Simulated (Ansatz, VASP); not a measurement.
**Two plane-wave programs on Sc**

```
Sc
1.0
     6.53793    0.00000    0.00000
     0.00000    6.53793    0.00000
     0.00000    0.00000    4.61753
Sc
8
Direct
  0.50001 0.75000 0.00000
  0.49999 0.25000 0.00000
  0.75000 0.49999 0.50000
  0.25000 0.50001 0.50000
  0.00001 0.75000 0.00000
  0.99999 0.25000 0.00000
  0.75000 0.99999 0.50000
  0.25000 0.00001 0.50000
```

Alike in both runs: functional PBE; k mesh 6 × 6 × 8; occupations gaussian, width 0.1 eV; no spin polarisation.

Ansatz relaxed the structure, and its values are those at the end. VASP's run is a single point on that final structure, the one shown.

|  | VASP | Ansatz |
| --- | --- | --- |
| version | VASP 6.6.1 | Ansatz 0.2.0 |
| potentials or method | VASP PAW PBE potentials, release 64 (Sc_sv), cutoff 520 eV | scalar-relativistic, plane waves, PAW |
| valence electrons in the cell | 88 | 88 |

```csv
,VASP,Ansatz,Ansatz less VASP
gap on the k mesh at the Fermi level (eV),none,none,-
pressure (GPa),0.0,0.0,-0.03
```

A gap of «none» marks a metal or a gap that the smearing closes.
